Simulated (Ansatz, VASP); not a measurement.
# LiH5 in VASP and in Ansatz

```
Li H
1.0
     4.16938    0.00000    0.00000
    -2.08469    3.61079    0.00000
     0.00000    0.00000    3.26175
Li H
1 5
Direct
  0.00000 0.00000 0.89905
  0.66667 0.33333 0.01898
  0.50900 0.01801 0.43820
  0.50900 0.49100 0.43820
  0.98199 0.49100 0.43820
  0.33333 0.66667 0.26737
```

Alike in both runs: task relaxation of cell and atoms; functional PBE; k mesh 6 × 6 × 6; occupations gaussian, width 0.1 eV; no spin polarisation.

|  | VASP | Ansatz |
| --- | --- | --- |
| version | VASP 6.6.1 | Ansatz 0.2.0 |
| potentials or method | VASP PAW PBE potentials, release 64 (Li_sv, H), cutoff 600 eV | scalar-relativistic, plane waves, PAW |
| valence electrons in the cell | 8 | 8 |

|  | VASP | Ansatz | Ansatz less VASP |
| --- | --- | --- | --- |
| gap on the k mesh at the Fermi level, each at its own relaxed structure (eV) | none | none | - |
| relaxed volume (Å³/atom) | 5.12 | 5.13 | +0.016 |
| relaxed length of the cell vector where the two differ most in proportion (Å) | 2.832 | 2.844 | +0.0121 |

A gap of «none» marks a metal or a gap that the smearing closes.

Noted on VASP's run: the cutoff is under 1.25 times that of the potentials, so the pressure is a little rough; the volume moved by over 15 % at a fixed basis, so the end points are rough.
